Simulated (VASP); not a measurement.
## ZnS (x): single point with PBEsol

Crystal: ZnS (x).

```
Zn S
1.0
     3.82300    0.00000    0.00000
    -1.91150    3.31082    0.00000
     0.00000    0.00000    6.26100
Zn S
2 2
Direct
  0.33333 0.66667 0.93750
  0.66667 0.33333 0.43750
  0.33333 0.66667 0.43750
  0.66667 0.33333 0.93750
```

* Program: VASP 6.6.1
* Task: single point
* Functional: PBEsol
* Potentials or basis: VASP PAW PBE potentials, release 64 (Zn, S)
* Cutoff: 520 eV
* k mesh: 9 × 9 × 6
* Occupations: gaussian, width 0.01 eV
* Spin: no spin polarisation
* Dipole correction: no
* Further INCAR settings: ALGO = Normal; EDIFF = 1e-06; NBANDS = 26

The pressure is 3.3 GPa and the band gap on the k mesh is 2.38 eV, indirect (least direct gap 2.40 eV).

Stress tensor (GPa, compression positive):
```
 5.56  0.00  0.00
 0.00  5.56  0.00
 0.00  0.00 -1.34
```

Levels at points of the mesh, in eV from the valence-band top:
```
           k point  band 14  band 15  band 16  band 17  band 18  band 19  band 20  band 21  band 22  band 23
(0.00, 0.00, 0.00)    -0.61    -0.61    -0.07    -0.07    -0.01     2.38     2.44     6.21     6.21     7.16
(0.00, 0.00, 0.50)    -2.23    -0.34    -0.34    -0.34    -0.34     3.11     3.11     6.51     6.51     6.51
```

Run time: 34 s on 1 thread of Intel(R) Xeon(R) 6975P-C (Granite Rapids) (shared host), peak memory 0.22 GiB.

Caveat: the PAW data sets were made with another functional, which shifts forces and pressure a little. A k mesh can miss the band edges.
